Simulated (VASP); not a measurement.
Input of a VASP 6.6.1 run:

File INCAR:

```
  ALGO = Normal
  EDIFF = 1E-6
  EDIFFG = -0.02
  ENCUT = 600
  GGA = PE
  IBRION = 2
  ISIF = 3
  ISMEAR = -1
  LASPH = True
  LCHARG = False
  LREAL = False
  LWAVE = False
  NELM = 80
  NSW = 80
  PREC = Accurate
  PSTRESS = 600.0
  SIGMA = 0.05
```

Contents of KPOINTS:

```
k-points
0
Gamma
  10 10 10
```

Contents of POSCAR:

```
Ir
1.0
    2.4900000000      0.0000000000      0.0000000000
    0.0000000000      2.4900000000      0.0000000000
    0.0000000000      0.0000000000      2.4900000000
Ir
1
Direct
    0.0000000000      0.0000000000      0.0000000000
```

Potentials or basis: VASP PAW PBE potentials, release 64 (Ir).

Launch:

```bash
$ cat potpaw_PBE.64/Ir/POTCAR > POTCAR
$ mpirun -np 1 vasp_std > vasp.out
```

Task: What does it give for the relaxed cell?

Result: a = 2.437 Å, b = 2.437 Å, c = 2.437 Å, α = 90.00°, β = 90.00°, γ = 90.00°.

Task: What does it give for the space group after relaxing (to 0.05 Å)?

Result: Pm-3m (No. 221).

Final structure:
```
Ir
1.0
     2.43678    0.00000    0.00000
     0.00000    2.43678    0.00000
     0.00000    0.00000    2.43678
Ir
1
Direct
  0.00000 0.00000 0.00000
```
